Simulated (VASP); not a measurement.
Input of a VASP 6.6.1 run:

Contents of INCAR:

```
SYSTEM = TaAs
ALGO = Normal
EDIFF = 1E-6
ENCUT = 520
GGA = PS
ISIF = 2
ISMEAR = 0
LASPH = .True.
LCHARG = .False.
LREAL = .False.
LWAVE = .False.
NBANDS = 24
NELM = 60
PREC = Accurate
SIGMA = 0.1
```

The input KPOINTS:

```
k-points
0
Gamma
  18 18 18
  0 0 0
```

File POSCAR:

```
TaAs
1.0
   -1.6717657674      1.6717657674      5.5418289965
    1.6717657674     -1.6717657674      5.5418289965
    1.6717657674      1.6717657674     -5.5418289965
Ta As
2 2
Direct
    0.5011104096      1.0011104096      0.5000000000
    0.7511104096      0.7511104096      0.0000000000
    0.0814890104      0.5814890104      0.5000000000
    0.3314890104      0.3314890104      0.0000000000
```

Potentials or basis: VASP PAW PBE potentials, release 64 (Ta_pv, As).

Launch:

```sh
$ cat potpaw_PBE.64/Ta_pv/POTCAR potpaw_PBE.64/As/POTCAR > POTCAR
$ mpirun -np 1 vasp_std > vasp.out
```

**Question.** What does it give for the largest force?

**Answer.** 0.009 eV/Å.

**Question.** Predict the band gap on the k mesh.

**Answer.** Zero (filled and empty bands touch).

**Question.** Estimate the pressure.

**Answer.** 22.9 GPa.

Forces on the atoms (eV/Å):
```
Ta   0.000  0.000  0.009
Ta   0.000  0.000  0.009
As   0.000  0.000 -0.009
As   0.000  0.000 -0.009
```

Caveat: the PAW data sets were made with another functional, which shifts forces and pressure a little; spin-orbit coupling is left out, which moves the levels of the heavy elements.
